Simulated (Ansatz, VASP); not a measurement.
**Zn in VASP and in Ansatz**

```
Zn
1.0
    -1.50636    1.50636    1.50636
     1.50636   -1.50636    1.50636
     1.50636    1.50636   -1.50636
Zn
1
Direct
  0.00000 0.00000 0.00000
```

Alike in both runs: functional LDA; k mesh 14 × 14 × 14; occupations fermi-dirac, width 0.1 eV; no spin polarisation.

Ansatz relaxed the structure, and its values are those at the end. VASP's run is a single point on that final structure, the one shown.

```csv
,VASP,Ansatz
version,VASP 6.6.1,Ansatz 0.2.0
potentials or method,"VASP PAW LDA potentials, release 64 (Zn), cutoff 520 eV","plane waves (420 eV) with PAW, scalar-relativistic"
valence electrons in the cell,12,12
```

Ansatz gave:

- pressure (GPa): 0.0

Task: Estimate VASP's values.

Result: Pressure (GPa): 0.6.

Ansatz warns that its potentials were made for another functional, while VASP's fit it. LDA's correlation is that of Perdew and Zunger in VASP and of Perdew and Wang (1992) in Ansatz.
